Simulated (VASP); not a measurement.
Runs of VASP 6.6.1 on Ru. The structure is that of space group P6/mmm (No. 191), or close to it. The cells are those of the table. 

```csv
task,cell,cutoff (eV),gap on the mesh (eV),pressure (GPa)
relaxation of cell and atoms,"relaxed to 52 GPa from a = 2.507, b = 2.507, c = 2.323 Å, angles 90.0, 90.0, 120.0°, 1 atom",600,none,52.0
single point,"a = 2.507, b = 2.507, c = 2.323 Å, angles 90.0, 90.0, 120.0°, 1 atom",520,none,(a)
relaxation of cell and atoms,"relaxed to 52 GPa from a = 2.488, b = 2.488, c = 2.339 Å, angles 90.0, 90.0, 120.0°, 1 atom",600,none,52.0
single point,"a = 2.508, b = 2.508, c = 2.323 Å, angles 90.0, 90.0, 120.0°, 1 atom",520,none,52.5
```

Alike in all rows: level PBEsol; potentials or basis VASP PAW PBE potentials, release 64 (Ru_pv); no spin polarisation; k mesh 18 × 18 × 16; smearing fermi-dirac 0.1 eV.

Problem. Fill in the values left out.

Solution. (a) 52.6.

Caveats: the PAW data sets were made with another functional, which shifts forces and pressure a little; the cell is relaxed towards a set pressure, so the enthalpy falls and the energy may rise (some runs).

A k mesh can miss the band edges, and the runs leave out spin-orbit coupling on Ru.

A gap of «none» marks levels without a gap at the run's occupations.
